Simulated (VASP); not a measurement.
Wanted: the native input for a VASP 6.6.1 run.

* Task: electric field gradients
* Functional: LDA
* Potentials or basis: VASP PAW LDA potentials, release 64 (Pd)
* Cutoff: 520 eV
* k mesh: 18 × 18 × 18
* Occupations: fermi-dirac, width 0.05 eV
* Spin: no spin polarisation
* Dipole correction: no
* Further INCAR settings: ALGO = Normal; EDIFF = 1e-08; NBANDS = 11

The structure of Pd lies in POSCAR:

```
Pd
1.0
    0.0000000000      1.9830449783      1.9830449783
    1.9830449783      0.0000000000      1.9830449783
    1.9830449783      1.9830449783      0.0000000000
Pd
1
Direct
    0.0000000000      0.0000000000      0.0000000000
```

This cell differs from its parent crystal: volume scaled by 1.06.

One way to write it, as run:

INCAR

```
SYSTEM = Pd
PREC = Accurate
ENCUT = 520
EDIFF = 1E-8
ISMEAR = -1
SIGMA = 0.05
LREAL = .False.
LASPH = .True.
NELM = 80
ALGO = Normal
ISIF = 2
LWAVE = .False.
LCHARG = .False.
LEFG = .True.
NBANDS = 11
```

KPOINTS

```
regular mesh
0
Gamma
  18 18 18
  0 0 0
```

Potentials or basis: VASP PAW LDA potentials, release 64 (Pd).

The run is started by

```console
$ cat potpaw_LDA.64/Pd/POTCAR > POTCAR
$ mpirun -np 1 vasp_std > vasp.out
```

It gave:

| Property | Result |
| --- | --- |
| Pressure | -16.8 GPa |
| Band gap on the k mesh | zero (band 5 reaches 8.92 eV, above the bottom of band 6 at 7.48 eV) |

Caveat: without QUAD_EFG the Cq values of the log hold for a quadrupole moment of 1 mb, not for the nuclei.

Run time: 49 s on 1 thread of Intel Xeon 8259CL, on a shared host, peak memory 0.15 GiB.
